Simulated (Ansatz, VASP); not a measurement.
**FeO: VASP beside Ansatz**

File INCAR:

```
PREC     = Accurate       # precision mode
ENCUT    = 600            # plane-wave cutoff, eV
EDIFF    = 1E-6           # SCF threshold, eV
ISMEAR   = -1             # smearing method
SIGMA    = 0.05           # smearing width, eV
LREAL    = F              # projectors in reciprocal space
LASPH    = T              # aspherical terms in the spheres
NELM     = 150            # most SCF steps
ALGO     = Normal         # electronic algorithm
ISIF     = 3              # what is computed and relaxed
LWAVE    = F              # write WAVECAR
LCHARG   = F              # write CHGCAR
ISPIN    = 2              # spin polarisation
MAGMOM   = 3 0            # initial moments
LORBIT   = 11             # projections on sites
LMAXMIX  = 4              # l up to which the mixer works
GGA      = RP             # functional
IBRION   = 2              # ionic algorithm
NSW      = 80             # ionic steps
EDIFFG   = -0.02          # ionic threshold
```

The input KPOINTS:

```
Automatic mesh
0
Gamma
  8 8 8
```

Contents of POSCAR:

```
FeO
1.0
    0.0000000000      2.1554000000      2.1554000000
    2.1554000000      0.0000000000      2.1554000000
    2.1554000000      2.1554000000      0.0000000000
Fe O
1 1
Direct
    0.0000000000      0.0000000000      0.0000000000
    0.5000000000      0.5000000000      0.5000000000
```

Contents of input.yaml:

```yaml
crystal:
  lattice:
    - [0.0, 2.1554, 2.1554]
    - [2.1554, 0.0, 2.1554]
    - [2.1554, 2.1554, 0.0]
  atoms:
    - { symbol: Fe, position: [0.0, 0.0, 0.0], spin: 3.0 }
    - { symbol: O, position: [0.5, 0.5, 0.5] }
kpoints:
  mp_grid: { grid: [8, 8, 8] }
scf:
  occupations: { method: fermi_dirac, width: 0.05 }
hamiltonian:
  xc: rpbe
  pseudopotentials: { kind: all_electron, lapw: { basis_error: 0.001 } }
magnetization:
  spin_polarized: true
output:
  forces: true
  stress: true
relax:
  f_tol: 0.02
  max_steps: 60
  cell: {}
```

Alike in both runs: task relaxation of cell and atoms; functional RPBE; k mesh 8 × 8 × 8; occupations fermi-dirac, width 0.05 eV; collinear spin.

```csv
,VASP,Ansatz
version,VASP 6.6.1,Ansatz 0.2.0
potentials or method,"VASP PAW PBE potentials, release 64 (Fe, O), cutoff 600 eV","all-electron LAPW, scalar-relativistic"
```

Ansatz gave:

| Quantity | Value |
| --- | --- |
| net moment per atom (μB) | 2.00 |
| size of the moment on the site where the two differ most (μB) | 0.31 |
| relaxed volume (Å³/atom) | 10.31 |
| relaxed cell length with the largest relative difference (Å) | 3.078 |

Problem. Which values does VASP return?

Solution. net moment per atom (μB): 2.00; size of the moment on the site where the two differ most (μB): 0.29; relaxed volume (Å³/atom): 10.31; relaxed cell length with the largest relative difference (Å): 3.078.

VASP's potentials were made for PBE, not for RPBE. Site moments also hang on the region over which each program counts them. Ansatz ran all-electron here, and VASP with PAW potentials.

Noted on Ansatz's run: the k mesh is thin for a metal, which can move the energy by tens of meV per atom.
